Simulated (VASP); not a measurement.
# Al3Ni2 (P-3m1) in VASP: notebook, part 2 of 2

VASP 6.6.1. The steps go on from the part before.

**4. Single point, PBEsol**

This run uses another cell than the first one, of 13.49 Å³/atom, 1.031 times its volume.

File INCAR:

```
PREC     = Accurate       # precision mode
ENCUT    = 520            # plane-wave cutoff, eV
EDIFF    = 1E-6           # SCF threshold, eV
ISMEAR   = 0              # smearing method
SIGMA    = 0.1            # smearing width, eV
LREAL    = F              # projectors in reciprocal space
LASPH    = T              # aspherical terms in the spheres
NELM     = 100            # most SCF steps
ALGO     = Fast           # electronic algorithm
ISIF     = 2              # what is computed and relaxed
LWAVE    = F              # write WAVECAR
LCHARG   = F              # write CHGCAR
GGA      = PS             # functional
NBANDS   = 22             # bands
```

File KPOINTS:

```
Automatic mesh
0
Gamma
  12 12 8
```

File POSCAR:

```
Al3Ni2
1.0
    4.0031396383      0.0000000000      0.0000000000
   -2.0015698192      3.4668206217      0.0000000000
    0.0000000000      0.0000000000      4.8594646093
Al Ni
3 2
Direct
    0.0000000000      0.0000000000      0.0000000000
    0.3333333333      0.6666666667      0.6477829058
    0.6666666667      0.3333333333      0.3522170942
    0.3333333333      0.6666666667      0.1455709071
    0.6666666667      0.3333333333      0.8544290929
```

Potentials or basis: VASP PAW PBE potentials, release 64 (Al, Ni).

On the command line:

```
$ cat potpaw_PBE.64/Al/POTCAR potpaw_PBE.64/Ni/POTCAR > POTCAR
$ mpirun -np 1 vasp_std > vasp.out
```

OUTCAR:

```text
PREC = Accurate
   ENCUT = 520
   EDIFF = 1E-6
   ISMEAR = 0
   LREAL = F
   LASPH = T
   NELM = 100
   ISIF = 2
   GGA = PS

 ion  position               nearest neighbor table
   1  0.000  0.000  0.000-   4 2.42   5 2.42   5 2.42   4 2.42   5 2.42   4 2.42   2 2.88   3 2.88
                             2 2.88   3 2.88   3 2.88   2 2.88
   2  0.333  0.667  0.648-   4 2.42   4 2.44   5 2.52   5 2.52   5 2.52   3 2.72   3 2.72   3 2.72
                             1 2.88   1 2.88   1 2.88
   3  0.667  0.333  0.352-   5 2.42   5 2.44   4 2.52   4 2.52   4 2.52   2 2.72   2 2.72   2 2.72
                             1 2.88   1 2.88   1 2.88
   4  0.333  0.667  0.146-   1 2.42   1 2.42   1 2.42   2 2.42   2 2.44   3 2.52   3 2.52   3 2.52
                             5 2.71   5 2.71   5 2.71
   5  0.667  0.333  0.854-   1 2.42   1 2.42   1 2.42   3 2.42   3 2.44   2 2.52   2 2.52   2 2.52
                             4 2.71   4 2.71   4 2.71

  LATTYP: Found a hexagonal cell.
 ALAT       =     4.0031396383
 C/A-ratio  =     1.2139133401

  Lattice vectors:

 A1 = (   4.0031396383,   0.0000000000,   0.0000000000)
 A2 = (  -2.0015698192,   3.4668206217,   0.0000000000)
 A3 = (   0.0000000000,   0.0000000000,   4.8594646093)

Analysis of symmetry for initial positions (statically):
=====================================================================
 Subroutine PRICEL returns:
 Original cell was already a primitive cell.

 Routine SETGRP: Setting up the symmetry group for a
 hexagonal supercell.

 Subroutine GETGRP returns: Found 12 space group operations
 (whereof 12 operations were pure point group operations)
 out of a pool of 24 trial point group operations.

The static configuration has the point symmetry D_3d.

[... 129 lines left out ...]
   NELECT =      29.0000    total number of electrons
   NUPDOWN=      -1.0000    fix difference up-down
   EMIN   =  10.00;   EMAX   =-10.00  energy-range for DOS
   EFERMI =   0.00;   METHOD = LEGACY
   ISMEAR =     0;   SIGMA  =   0.10  broadening in eV -4-tet -1-fermi 0-gaus
   EFERMI_NEDOS =   21; number of points for ismear=-14 and -15
   IALGO  =     68    algorithm
   IMIX   =      4    mixing-type and parameters
     AMIX     =   0.40;   BMIX     =  1.00
     AMIX_MAG =   1.60;   BMIX_MAG =  1.00
  volume/ion in A,a.u.               =      13.49        91.02
  Fermi-wavevector in a.u.,A,eV,Ry     =   1.235665  2.335068 20.774291  1.526867
  Thomas-Fermi vector in A             =   2.370305
   LORBIT       =      0    0 simple, 1 ext, 2 COOP (PROOUT), +10 PAW based schemes
   GGA     = PS    functional components
   LHFCALC =     F    Hartree Fock is set to
   AEXX    =    0.0000 exact exchange contribution
   IVDW    =     0    specifies the selected vdW correction
   LEPSILON=     F    determine dielectric tensor
   LRPA    =     F    only Hartree local field effects (RPA)
 non-spin polarized calculation
 RMM-DIIS sequential band-by-band and
 Gauss-broadening in eV      SIGMA  =   0.10
  energy-cutoff  :      520.00
  volume of cell :       67.44
 maximum number of plane-waves:      1842
 NGX is ok and might be reduce to    30
   NGX = 15   NGY = 15   NGZ = 19

 number of electron      28.9999986 magnetization

 Free energy of the ion-electron system (eV)
  ---------------------------------------------------
  ext. energy  EPLUGINS =         0.00000000
  ---------------------------------------------------
  free energy    TOTEN  =       -27.66880290 eV

  energy without entropy =      -27.66222374  energy(sigma->0) =      -27.66551332

 E-fermi :   8.4983     XC(G=0): -11.3628

 val. band max:        8.4970586194   @ k =  -0.0833   0.2500   0.2500
 cond. band min:       8.4995604258   @ k =   0.1667   0.0833   0.5000
 fundamental gap:      0.0025018063
 Fermi energy:         8.4982720988

 k-point     1 :       0.0000    0.0000    0.0000
  band No.  band energies     occupation
      1      -2.0645      2.00000
      2       3.2767      2.00000
      3       3.6665      2.00000
      4       4.9189      2.00000
      5       4.9189      2.00000
      6       5.4955      2.00000
[... 589 lines left out ...]
     21      14.5850      0.00000
     22      14.9814      0.00000

 [... further k-points ...]
[... 5 lines left out ...]
  --------------------------------------------------------------------------------------
  -------------------------------------------------------------------------------------
  Total        0.0675988      0.0675988      0.1009678     -0.0000000      0.0000000     -0.0000000
  in kB        1.6059397      1.6059397      2.3986845     -0.0000000      0.0000000     -0.0000000
  external PRESSURE =       1.8701880 kB  Pullay stress =       0.0000000 kB

 VOLUME and BASIS-vectors are now :
 -----------------------------------------------------------------------------
  energy-cutoff  :      520.00
  volume of cell :       67.44
      direct lattice vectors                 reciprocal lattice vectors
     4.003139638  0.000000000  0.000000000     0.249803927  0.144224364  0.000000000
    -2.001569819  3.466820622  0.000000000     0.000000000  0.288448728  0.000000000
     0.000000000  0.000000000  4.859464609     0.000000000  0.000000000  0.205783987

 POSITION                                       TOTAL-FORCE (eV/Angst)
 -----------------------------------------------------------------------------------
      0.00000      0.00000      0.00000        -0.000000      0.000000      0.000000
     -0.00000      2.31121      3.14788         0.000000      0.000000      0.002822
      2.00157      1.15561      1.71159        -0.000000     -0.000000     -0.002822
     -0.00000      2.31121      0.70740        -0.000000      0.000000      0.011337
      2.00157      1.15561      4.15207        -0.000000     -0.000000     -0.011337
 -----------------------------------------------------------------------------------
    total drift:                               -0.000000      0.000000      0.000000

  FREE ENERGIE OF THE ION-ELECTRON SYSTEM (eV)
  ---------------------------------------------------
  free  energy   TOTEN  =       -27.6688028978 eV

  energy  without entropy=      -27.6622237372  energy(sigma->0) =      -27.66551332
```

OSZICAR:

```text
N       E                     dE             d eps       ncg     rms          rms(c)
DAV:   1     0.136635855591E+03    0.13664E+03   -0.11741E+04  5772   0.133E+03
DAV:   2    -0.239511349232E+02   -0.16059E+03   -0.15176E+03  5782   0.272E+02
DAV:   3    -0.310891263307E+02   -0.71380E+01   -0.69664E+01  7020   0.726E+01
DAV:   4    -0.312459396297E+02   -0.15681E+00   -0.15667E+00  6832   0.965E+00
DAV:   5    -0.312516481092E+02   -0.57085E-02   -0.57082E-02  7230   0.198E+00    0.192E+01
RMM:   6    -0.379936943632E+02   -0.67420E+01   -0.73811E+01  6628   0.949E+01    0.297E+01
RMM:   7    -0.279264833703E+02    0.10067E+02   -0.21290E+01  5766   0.536E+01    0.301E+00
RMM:   8    -0.277166901704E+02    0.20979E+00   -0.12741E+00  5818   0.973E+00    0.219E+00
RMM:   9    -0.276664509518E+02    0.50239E-01   -0.26819E-01  6104   0.439E+00    0.541E-01
RMM:  10    -0.276690992181E+02   -0.26483E-02   -0.41597E-02  6718   0.166E+00    0.466E-01
RMM:  11    -0.276694596859E+02   -0.36047E-03   -0.12059E-02  6850   0.125E+00    0.332E-01
RMM:  12    -0.276701285374E+02   -0.66885E-03   -0.12120E-02  6446   0.112E+00    0.355E-01
RMM:  13    -0.276687864749E+02    0.13421E-02   -0.25378E-03  6601   0.605E-01    0.453E-02
RMM:  14    -0.276687952003E+02   -0.87254E-05   -0.51096E-04  7005   0.166E-01    0.295E-02
RMM:  15    -0.276688129354E+02   -0.17735E-04   -0.13612E-04  7916   0.773E-02    0.287E-02
RMM:  16    -0.276688032707E+02    0.96646E-05   -0.40505E-05  6649   0.500E-02    0.102E-02
RMM:  17    -0.276688028978E+02    0.37293E-06   -0.90449E-06  6438   0.328E-02
   1 F= -.27668803E+02 E0= -.27665513E+02  d E =-.657916E-02
```

stdout:

```text
POSCAR found type information on POSCAR AlNi
 POSCAR found :  2 types and       5 ions
 scaLAPACK will be used
 -----------------------------------------------------------------------------
|                                                                             |
|                                                                             |
|     You enforced a specific xc type in the INCAR file but a different       |
|     I HOPE YOU KNOW WHAT YOU ARE DOING!                                     |
|                                                                             |
 -----------------------------------------------------------------------------

 LDA part: xc-table for (Slater+PW92), standard interpolation
 POSCAR, INCAR and KPOINTS ok, starting setup
 FFT: planning ... GRIDC
 FFT: planning ... GRID_SOFT
 FFT: planning ... GRID
 WAVECAR not read
 entering main loop
```

Run time: 3 min. Hardware: 1 thread of Intel Xeon Platinum 8375C at 2.90GHz (Ice Lake), shared host; peak memory 0.3 GiB.

Results:

* Free energy: -27.6688 eV
* Pressure: 0.2 GPa
* Largest force: 0.011 eV/Å

Forces on the atoms (eV/Å):
```
Al   0.000  0.000  0.000
Al   0.000  0.000  0.003
Al   0.000  0.000 -0.003
Ni   0.000  0.000  0.011
Ni   0.000  0.000 -0.011
```

Levels at points of the mesh, in eV from the Fermi level:
```csv
k point,band 12,band 13,band 14,band 15,band 16,band 17,band 18,band 19
"(0.00, 0.00, 0.00)",-1.68,-1.30,1.27,1.27,3.16,3.16,4.37,4.73
"(0.50, 0.00, 0.00)",-1.85,-1.56,-1.53,-1.25,1.36,2.08,2.21,4.76
"(0.00, 0.00, 0.50)",-1.78,2.75,2.75,2.87,2.87,3.29,4.24,4.38
"(0.50, 0.00, 0.50)",-1.76,-1.72,-1.06,-0.32,1.54,2.12,3.25,6.41
```

Caveat: the PAW data sets were made with another functional, which shifts forces and pressure a little.

**5. Single point, PBEsol (volume scaled by 1.03, then relaxed in part)**

File INCAR:

```
SYSTEM = Al3Ni2
PREC = Accurate ; ENCUT = 520
EDIFF = 1E-6 ; ISMEAR = 0
SIGMA = 0.1 ; LREAL = .FALSE.
LASPH = .TRUE. ; NELM = 80
ALGO = Fast ; ISIF = 2
LWAVE = .FALSE. ; LCHARG = .FALSE.
GGA = PS ; NBANDS = 22
```

File KPOINTS:

```
regular mesh
0
G
  12 12 8
  0 0 0
```

File POSCAR:

```
Al3Ni2
1.0
    4.0439896839      0.0000000000      0.0000000000
   -2.0219948419      3.5021977990      0.0000000000
    0.0000000000      0.0000000000      4.9046390230
Al Ni
3 2
Direct
    0.0000000000      0.0000000000      0.0000000000
    0.3333333333      0.6666666667      0.6483984055
    0.6666666667      0.3333333333      0.3516015945
    0.3333333333      0.6666666667      0.1451223078
    0.6666666667      0.3333333333      0.8548776922
```

Potentials or basis: VASP PAW PBE potentials, release 64 (Al, Ni).

On the command line:

```
$ cat potpaw_PBE.64/Al/POTCAR potpaw_PBE.64/Ni/POTCAR > POTCAR
$ mpirun -np 1 vasp_std > vasp.out
```

OUTCAR:

```text
SYSTEM = Al3Ni2
   PREC = Accurate
   ENCUT = 520
   EDIFF = 1E-6
   ISMEAR = 0
   LREAL = .FALSE.
   LASPH = .TRUE.
   NELM = 80
   ISIF = 2
   GGA = PS

 ion  position               nearest neighbor table
   1  0.000  0.000  0.000-   4 2.44   5 2.44   5 2.44   4 2.44   5 2.44   4 2.44   2 2.90   3 2.90
                             2 2.90   3 2.90   2 2.90   3 2.90
   2  0.333  0.667  0.648-   4 2.44   4 2.47   5 2.54   5 2.54   5 2.54   3 2.75   3 2.75   3 2.75
                             1 2.90   1 2.90   1 2.90
   3  0.667  0.333  0.352-   5 2.44   5 2.47   4 2.54   4 2.54   4 2.54   2 2.75   2 2.75   2 2.75
                             1 2.90   1 2.90   1 2.90
   4  0.333  0.667  0.145-   2 2.44   1 2.44   1 2.44   1 2.44   2 2.47   3 2.54   3 2.54   3 2.54
                             5 2.73   5 2.73   5 2.73
   5  0.667  0.333  0.855-   3 2.44   1 2.44   1 2.44   1 2.44   3 2.47   2 2.54   2 2.54   2 2.54
                             4 2.73   4 2.73   4 2.73

  LATTYP: Found a hexagonal cell.
 ALAT       =     4.0439896839
 C/A-ratio  =     1.2128218434

  Lattice vectors:

 A1 = (   4.0439896839,   0.0000000000,   0.0000000000)
 A2 = (  -2.0219948419,   3.5021977990,   0.0000000000)
 A3 = (   0.0000000000,   0.0000000000,   4.9046390230)
[... 178 lines left out ...]
  free energy    TOTEN  =       -27.64464522 eV

  energy without entropy =      -27.63787911  energy(sigma->0) =      -27.64126216

 E-fermi :   8.1611     XC(G=0): -11.2309

 val. band max:        8.1607983836   @ k =   0.1667   0.0833   0.5000
 cond. band min:       8.1634700835   @ k =  -0.0833   0.2500   0.2500
 fundamental gap:      0.0026716999
 Fermi energy:         8.1610515666

 k-point     1 :       0.0000    0.0000    0.0000
  band No.  band energies     occupation
      1      -2.2129      2.00000
      2       3.0567      2.00000
      3       3.4230      2.00000
      4       4.7002      2.00000
      5       4.7002      2.00000
      6       5.2727      2.00000
[... 589 lines left out ...]
     21      14.0464      0.00000
     22      14.4754      0.00000

 [... further k-points ...]
[... 5 lines left out ...]
  --------------------------------------------------------------------------------------
  -------------------------------------------------------------------------------------
  Total       -1.6975469     -1.6975469     -1.6731929     -0.0000000      0.0000000     -0.0000000
  in kB      -39.1538617    -39.1538617    -38.5921369     -0.0000000      0.0000000     -0.0000000
  external PRESSURE =     -38.9666201 kB  Pullay stress =       0.0000000 kB

 VOLUME and BASIS-vectors are now :
 -----------------------------------------------------------------------------
  energy-cutoff  :      520.00
  volume of cell :       69.46
      direct lattice vectors                 reciprocal lattice vectors
     4.043989684  0.000000000  0.000000000     0.247280552  0.142767493  0.000000000
    -2.021994842  3.502197799  0.000000000     0.000000000  0.285534986  0.000000000
     0.000000000  0.000000000  4.904639023     0.000000000  0.000000000  0.203888603

 POSITION                                       TOTAL-FORCE (eV/Angst)
 -----------------------------------------------------------------------------------
      0.00000      0.00000      0.00000        -0.000000      0.000000      0.000000
     -0.00000      2.33480      3.18016         0.000000     -0.000000      0.000832
      2.02199      1.16740      1.72448        -0.000000      0.000000     -0.000832
     -0.00000      2.33480      0.71177         0.000000      0.000000      0.011144
      2.02199      1.16740      4.19287        -0.000000     -0.000000     -0.011144
 -----------------------------------------------------------------------------------
    total drift:                               -0.000000      0.000000      0.000000

  FREE ENERGIE OF THE ION-ELECTRON SYSTEM (eV)
  ---------------------------------------------------
  free  energy   TOTEN  =       -27.6446452159 eV

  energy  without entropy=      -27.6378791125  energy(sigma->0) =      -27.64126216
```

stdout:

```text
POSCAR found type information on POSCAR AlNi
 POSCAR found :  2 types and       5 ions
 scaLAPACK will be used
 -----------------------------------------------------------------------------
|                                                                             |
|                                                                             |
|     You enforced a specific xc type in the INCAR file but a different       |
|     I HOPE YOU KNOW WHAT YOU ARE DOING!                                     |
|                                                                             |
 -----------------------------------------------------------------------------

 LDA part: xc-table for (Slater+PW92), standard interpolation
 POSCAR, INCAR and KPOINTS ok, starting setup
 FFT: planning ... GRIDC
 FFT: planning ... GRID_SOFT
 FFT: planning ... GRID
 WAVECAR not read
 entering main loop
```

Run time: 3.1 min. Hardware: 1 thread of Intel Xeon Platinum 8375C at 2.90GHz (Ice Lake), shared host; peak memory 0.29 GiB.

Results:

```yaml
Free_energy: -27.6446 eV
Pressure: -3.9 GPa
Largest_force: 0.011 eV/Å
```

Forces on the atoms (eV/Å):
```
Al   0.000  0.000  0.000
Al   0.000  0.000  0.001
Al   0.000  0.000 -0.001
Ni   0.000  0.000  0.011
Ni   0.000  0.000 -0.011
```

Caveat: the cell differs from its parent crystal (volume scaled by 1.03, then relaxed in part); the PAW data sets were made with another functional, which shifts forces and pressure a little.

**6. Single point, PBEsol (volume scaled by 1.06, then relaxed in part)**

File INCAR:

```
SYSTEM = Al3Ni2
  ALGO = Fast
  EDIFF = 1E-6
  ENCUT = 520
  GGA = PS
  ISIF = 2
  ISMEAR = 0
  LASPH = .TRUE.
  LCHARG = .FALSE.
  LREAL = .FALSE.
  LWAVE = .FALSE.
  NBANDS = 22
  NELM = 60
  PREC = Accurate
  SIGMA = 0.1
```

File KPOINTS:

```
k-points
0
G
  12 12 8
  0 0 0
```

File POSCAR:

```
Al3Ni2
1.0
    4.0842109557      0.0000000000      0.0000000000
   -2.0421054778      3.5370304420      0.0000000000
    0.0000000000      0.0000000000      4.9485667867
Al Ni
3 2
Direct
    0.0000000000      0.0000000000      0.0000000000
    0.3333333333      0.6666666667      0.6490167658
    0.6666666667      0.3333333333      0.3509832342
    0.3333333333      0.6666666667      0.1446368780
    0.6666666667      0.3333333333      0.8553631220
```

Potentials or basis: VASP PAW PBE potentials, release 64 (Al, Ni).

On the command line:

```
$ cat potpaw_PBE.64/Al/POTCAR potpaw_PBE.64/Ni/POTCAR > POTCAR
$ mpirun -np 1 vasp_std > vasp.out
```

Run time: 3.5 min. Hardware: 1 thread of Intel Xeon Platinum 8375C at 2.90GHz (Ice Lake), shared host; peak memory 0.31 GiB.

Results (log left out):

* Free energy: -27.5745 eV
* Pressure: -7.3 GPa
* Largest force: 0.011 eV/Å

Forces on the atoms (eV/Å):
```
Al   0.000  0.000  0.000
Al   0.000  0.000  0.001
Al   0.000  0.000 -0.001
Ni   0.000  0.000  0.011
Ni   0.000  0.000 -0.011
```

Levels at points of the mesh, in eV from the Fermi level:
| k point | band 11 | band 12 | band 13 | band 14 | band 15 | band 16 | band 17 | band 18 | band 19 | band 20 |
| --- | --- | --- | --- | --- | --- | --- | --- | --- | --- | --- |
| (0.00, 0.00, 0.00) | -1.56 | -1.56 | -1.21 | 1.23 | 1.23 | 3.02 | 3.02 | 4.05 | 4.29 | 6.60 |
| (0.50, 0.00, 0.00) | -1.89 | -1.72 | -1.45 | -1.43 | -1.18 | 1.26 | 1.85 | 2.12 | 4.61 | 5.06 |
| (0.00, 0.00, 0.50) | -1.65 | -1.65 | 2.64 | 2.64 | 2.81 | 2.81 | 3.27 | 4.00 | 4.12 | 4.35 |
| (0.50, 0.00, 0.50) | -1.77 | -1.64 | -1.60 | -1.00 | -0.30 | 1.48 | 2.00 | 2.98 | 6.24 | 6.90 |

Caveat: the cell differs from its parent crystal (volume scaled by 1.06, then relaxed in part); the PAW data sets were made with another functional, which shifts forces and pressure a little.

**7. The runs side by side**

| cell | gap on the mesh (eV) | pressure (GPa) | largest force (eV/Å) |
| --- | --- | --- | --- |
| a = 3.961, b = 3.961, c = 4.814 Å, angles 90.0, 90.0, 120.0°, 5 atoms | none | 4.7 | 0.01 |
| a = 4.003, b = 4.003, c = 4.859 Å, angles 90.0, 90.0, 120.0°, 5 atoms | none | 0.2 | 0.01 |
| a = 4.044, b = 4.044, c = 4.905 Å, angles 90.0, 90.0, 120.0°, 5 atoms | none | -3.9 | 0.01 |
| a = 4.084, b = 4.084, c = 4.949 Å, angles 90.0, 90.0, 120.0°, 5 atoms | none | -7.3 | 0.01 |

Alike in all rows: task single point; level PBEsol; potentials or basis VASP PAW PBE potentials, release 64 (Al, Ni); no spin polarisation; k mesh 12 × 12 × 8; cutoff (eV) 520; smearing gaussian 0.1 eV.

Caveats: the PAW data sets were made with another functional, which shifts forces and pressure a little.

Absolute energies hang on the potentials; compare differences alone.
